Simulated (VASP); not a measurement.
# Au (P6_3/mmc) in VASP: further runs, part 2 of 2

VASP 6.6.1. Earlier steps stand in the parts before.

**5. Relaxation of cell and atoms, PBEsol, target pressure 5 GPa, at which the enthalpy is minimised**

This run uses another cell than the first one, of 17.77 Å³/atom.

Input file INCAR:

```
SYSTEM = Au
ALGO = Normal
EDIFF = 1E-6
EDIFFG = -0.005
ENCUT = 600
GGA = PS
IBRION = 2
ISIF = 3
ISMEAR = -1
LASPH = .TRUE.
LCHARG = .FALSE.
LREAL = .FALSE.
LWAVE = .FALSE.
NELM = 80
NSW = 80
PREC = Accurate
PSTRESS = 50.0
SIGMA = 0.05
```

Input file KPOINTS:

```
k-points
0
G
  11 11 6
  0 0 0
```

Input file POSCAR:

```
Au
1.0
    2.9000000000      0.0000000000      0.0000000000
   -1.4500000000      2.5114736710      0.0000000000
    0.0000000000      0.0000000000      4.8800000000
Au
2
Direct
    0.6666666667      0.3333333333      0.2500000000
    0.3333333333      0.6666666667      0.7500000000
```

Potentials or basis: VASP PAW PBE potentials, release 64 (Au).

Command:

```sh
> cat potpaw_PBE.64/Au/POTCAR > POTCAR
> mpirun -np 1 vasp_std > vasp.out
```

OUTCAR:

```text
SYSTEM = Au
   EDIFF = 1E-6
   EDIFFG = -0.005
   ENCUT = 600
   GGA = PS
   IBRION = 2
   ISIF = 3
   ISMEAR = -1
   LASPH = .TRUE.
   LREAL = .FALSE.
   NELM = 80
   NSW = 80
   PREC = Accurate
   PSTRESS = 50.0

 ion  position               nearest neighbor table
   1  0.667  0.333  0.250-   2 2.96   2 2.96   2 2.96   2 2.96   2 2.96   2 2.96
   2  0.333  0.667  0.750-   1 2.96   1 2.96   1 2.96   1 2.96   1 2.96   1 2.96

  LATTYP: Found a hexagonal cell.
 ALAT       =     2.9000000000
 C/A-ratio  =     1.6827586207

  Lattice vectors:

 A1 = (   2.9000000000,   0.0000000000,   0.0000000000)
 A2 = (  -1.4500000000,   2.5114736710,   0.0000000000)
 A3 = (   0.0000000000,   0.0000000000,   4.8800000000)

Analysis of symmetry for initial positions (statically):
=====================================================================
 Subroutine PRICEL returns:
 Original cell was already a primitive cell.

 Routine SETGRP: Setting up the symmetry group for a
 hexagonal supercell.

 Subroutine GETGRP returns: Found 24 space group operations
 (whereof 12 operations were pure point group operations)
 out of a pool of 24 trial point group operations.

The static configuration has the point symmetry D_3d.
 The point group associated with its full space group is D_6h.

Analysis of symmetry for dynamics (positions and initial velocities):
=====================================================================
 Subroutine PRICEL returns:
 Original cell was already a primitive cell.

 Routine SETGRP: Setting up the symmetry group for a
 hexagonal supercell.

 Subroutine GETGRP returns: Found 24 space group operations
 (whereof 12 operations were pure point group operations)
 out of a pool of 24 trial point group operations.

The dynamic configuration has the point symmetry D_3d.
 The point group associated with its full space group is D_6h.

 Subroutine INISYM returns: Found 24 space group operations
 (whereof 12 operations are pure point group operations),
 and found     1 'primitive' translations

----------------------------------------------------------------------------------------

                                     Primitive cell
[... 138 lines left out ...]
  free energy    TOTEN  =        -7.80676779 eV

  energy without entropy =       -7.79820047  energy(sigma->0) =       -7.80248413

------------------------ aborting loop because EDIFF is reached ----------------------------------------

  FORCE on cell =-STRESS in cart. coord.  units (eV):
  Direction    XX          YY          ZZ          XY          YZ          ZX
  --------------------------------------------------------------------------------------
  -------------------------------------------------------------------------------------
  Total       -1.4264929     -1.4264929     -1.5320069      0.0000000      0.0000000      0.0000000
  in kB      -64.3033700    -64.3033700    -69.0597256      0.0000000      0.0000000      0.0000000
  external PRESSURE =    -115.8888219 kB  Pullay stress =      50.0000000 kB
[... 25 lines left out ...]
--------------------------------------- Ionic step        2  -------------------------------------------

 number of electron      22.0000000 magnetization

 E-fermi :  11.9812     XC(G=0): -13.7893

 val. band max:       11.8411654760   @ k =   0.0909   0.0909   0.1667
 cond. band min:      12.0587891938   @ k =   0.2727   0.1818   0.5000
 fundamental gap:      0.2176237178
 Fermi energy:        11.9812128996

 k-point     1 :       0.0000    0.0000    0.0000
  band No.  band energies     occupation
      1       0.3718      2.00000
      2       3.0586      2.00000
      3       6.1825      2.00000
      4       6.5454      2.00000
      5       6.5454      2.00000
      6       6.9627      2.00000
      7       6.9627      2.00000
      8       7.8535      2.00000
      9       7.8535      2.00000
     10       9.6424      2.00000
     11       9.6424      2.00000
     12      10.0088      2.00000
     13      15.5062      0.00000
     14      26.3314      0.00000
[... 486 lines left out ...]
  energy  without entropy=       -7.8198391102  energy(sigma->0) =       -7.82396534

  enthalpy is  TOTEN    =        -6.7918724633 eV   P V=        1.0362190979

[... ionic steps 4 to 7 ...]

--------------------------------------- Ionic step        8  -------------------------------------------

 number of electron      22.0000000 magnetization

------------------------ aborting loop because EDIFF is reached ----------------------------------------
[... 71 lines left out ...]
--------------------------------------- Ionic step       10  -------------------------------------------

 number of electron      22.0000001 magnetization

 Free energy of the ion-electron system (eV)
  ---------------------------------------------------
  ext. energy  EPLUGINS =         0.00000000
  ---------------------------------------------------
  free energy    TOTEN  =        -7.82651749 eV

  energy without entropy =       -7.81902117  energy(sigma->0) =       -7.82276933

 E-fermi :   9.7383     XC(G=0): -13.0575

 val. band max:        9.7246096105   @ k =   0.4545   0.0000   0.5000
 cond. band min:       9.7515237154   @ k =   0.0909  -0.0000   0.0000
 fundamental gap:      0.0269141049
 Fermi energy:         9.7382683748

 k-point     1 :       0.0000    0.0000    0.0000
  band No.  band energies     occupation
      1      -0.4643      2.00000
      2       2.1063      2.00000
      3       4.8004      2.00000
      4       5.0433      2.00000
      5       5.0433      2.00000
      6       5.3900      2.00000
      7       5.3900      2.00000
      8       6.0486      2.00000
      9       6.0486      2.00000
     10       7.5532      2.00000
     11       7.5532      2.00000
     12       8.4774      2.00000
     13      12.7119      0.00000
     14      24.2365      0.00000
[... 448 lines left out ...]
  energy  without entropy=       -7.8190211726  energy(sigma->0) =       -7.82276933

  enthalpy is  TOTEN    =        -6.7932818780 eV   P V=        1.0332356097

 reached required accuracy - stopping structural energy minimisation
```

CONTCAR:

```text
Au
   1.00000000000000
     2.8443014994457982    0.0000000000000000   -0.0000000000000000
    -1.4221507497228991    2.4632373545686024    0.0000000000000000
     0.0000000000000000   -0.0000000000000000    4.7256118977285295
  Au
     2
Direct
     0.6666666667000030    0.3333333332999970    0.2500000000000000
     0.3333333332999970    0.6666666667000030    0.7500000000000000

  0.00000000E+00  0.00000000E+00  0.00000000E+00
  0.00000000E+00  0.00000000E+00  0.00000000E+00
```

Run time: 2.9 min. Hardware: 1 thread of Intel Xeon 8259CL, shared host; peak memory 0.19 GiB.

Results:

```yaml
Free_energy: -7.8265 eV
Relaxed_volume: 16.55 Å³/atom
Relaxed_cell: a = 2.844 Å, b = 2.844 Å, c = 4.726 Å, α = 90.00°, β = 90.00°, γ = 120.00°
Space_group_after_relaxing_to_0.1_Å: P6_3/mmc (No. 194)
Energy_change_on_relaxing_the_run_minimises_the_enthalpy: -9.9 meV/atom
Ionic_steps: 10
Pressure_after_relaxing: 5.0 GPa
Band_gap_on_the_k_mesh: zero (bands 11 and 12 overlap by 6.48 eV)
```

Step by step:
```
step  energy change (eV)  largest force (eV/Å)  pressure (GPa)  volume (Å³)
   1              0.0000                0.0000           -6.59        35.54
   2              0.4550                0.0000           39.44        29.33
   3             -0.0213                0.0000            4.54        33.20
   4             -0.0195                0.0000            4.90        33.14
   5             -0.0180                0.0000            5.18        33.10
   6             -0.0186                0.0000            5.20        33.08
   7             -0.0185                0.0000            5.24        33.07
   8             -0.0185                0.0000            5.25        33.07
   9             -0.0222                0.0000            4.52        33.19
  10             -0.0197                0.0000            5.00        33.11
```

Final structure:
```
CELL_PARAMETERS angstrom
2.84430 0.00000 0.00000
-1.42215 2.46324 0.00000
0.00000 0.00000 4.72561
ATOMIC_POSITIONS crystal
Au 0.66667 0.33333 0.25000
Au 0.33333 0.66667 0.75000
```

Caveat: the cell is relaxed towards a set pressure, so the run minimises the enthalpy, not the energy; the PAW data sets were made with another functional, which shifts forces and pressure a little; spin-orbit coupling is left out, which moves the levels of the heavy elements.

**6. Summary**

| task | cell | cutoff (eV) | gap on the mesh (eV) | pressure (GPa) |
| --- | --- | --- | --- | --- |
| single point | a = 2.845, b = 2.845, c = 4.728 Å, angles 90.0, 90.0, 120.0°, 2 atoms | 520 | none | 4.7 |
| single point | a = 2.869, b = 2.869, c = 4.777 Å, angles 90.0, 90.0, 120.0°, 2 atoms | 520 | none | -0.3 |
| relaxation of cell and atoms | relaxed from a = 2.900, b = 2.900, c = 4.880 Å, angles 90.0, 90.0, 120.0°, 2 atoms | 600 | none | 0.0 |
| relaxation of cell and atoms | relaxed to 5 GPa from a = 2.900, b = 2.900, c = 4.880 Å, angles 90.0, 90.0, 120.0°, 2 atoms | 600 | none | 5.0 |

Alike in all rows: level PBEsol; potentials or basis VASP PAW PBE potentials, release 64 (Au); no spin polarisation; k mesh 11 × 11 × 6; smearing fermi-dirac 0.05 eV.

Caveats: the PAW data sets were made with another functional, which shifts forces and pressure a little; spin-orbit coupling is left out, which moves the levels of the heavy elements; the cell stands under pressure (at least some runs); the cell is relaxed towards a set pressure, so the run minimises the enthalpy, not the energy (at least some runs).

Absolute energies hang on the potentials; compare differences alone.
